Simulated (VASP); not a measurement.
Runs of VASP 6.6.1 on Sn. The structure is that of space group Im-3m (No. 229), or close to it. The cells are those of the table. 

```csv
task,level,potentials or basis,cell,k mesh,cutoff (eV),smearing,gap on the mesh (eV),pressure (GPa)
single point,BLYP,"VASP PAW PBE potentials, release 64 (Sn_d)","a = 3.282 Å, angles 109.5°, 1 atom",6 × 6 × 6,500,gaussian 0.1 eV,none,5.2
single point,PBE,"VASP PAW PBE potentials, release 64 (Sn_d)","a = 3.282 Å, angles 109.5°, 1 atom",4 × 4 × 4,500,gaussian 0.1 eV,none,0.7
single point,PBE,"VASP PAW PBE potentials, release 64 (Sn_d)","a = 3.398 Å, angles 109.5°, 1 atom",6 × 6 × 6,520,gaussian 0.1 eV,none,-3.7
single point,PBE,"VASP PAW PBE potentials, release 64 (Sn_d)","a = 3.282 Å, angles 109.5°, 1 atom",6 × 6 × 6,520,gaussian 0.1 eV,none,0.5
single point,PBE,"VASP PAW PBE potentials, release 64 (Sn_d)","a = 3.282 Å, angles 109.5°, 1 atom",6 × 6 × 6,500,gaussian 0.1 eV,none,0.7
single point,LDA,"VASP PAW LDA potentials, release 64 (Sn_d)","a = 3.282 Å, angles 109.5°, 1 atom",6 × 6 × 6,500,gaussian 0.1 eV,none,(a)
single point,PBE+D3(BJ),"VASP PAW PBE potentials, release 64 (Sn_d)","a = 3.282 Å, angles 109.5°, 1 atom",6 × 6 × 6,520,gaussian 0.21 eV,none,-1.5
single point,PBE,"VASP PAW PBE potentials, release 64 (Sn_d)","a = 3.244, b = 3.294, c = 3.329 Å, angles 108.9, 111.0, 109.2°, 1 atom",6 × 6 × 6,500,gaussian 0.1 eV,none,0.8
single point,PBE,"VASP PAW PBE potentials, release 64 (Sn_d)","a = 3.282 Å, angles 109.5°, 1 atom",2 × 2 × 2,500,gaussian 0.1 eV,none,-3.7
single point,RPBE,"VASP PAW PBE potentials, release 64 (Sn_d)","a = 3.200 Å, angles 109.5°, 1 atom",6 × 6 × 6,520,gaussian 0.1 eV,none,(b)
electric field gradients,PBEsol,"VASP PAW PBE potentials, release 64 (Sn_d)","a = 3.282 Å, angles 109.5°, 1 atom",6 × 6 × 6,520,gaussian 0.1 eV,none,-2.2
```

Alike in all rows: no spin polarisation.

Problem. Estimate the missing entries.

Solution. (a) -3.5; (b) 7.3.

Caveats: all runs use coarse meshes; spin-orbit coupling is left out, which moves the levels of the heavy elements; the PAW data sets were made with another functional, which shifts forces and pressure a little (some runs); three body term missing (some runs); pairwise dispersion overbinds metals, which lowers pressure and volume (some runs).

A k mesh can miss the band edges, and the runs leave out spin-orbit coupling on Sn.

A gap of «none» marks levels without a gap at the run's occupations.
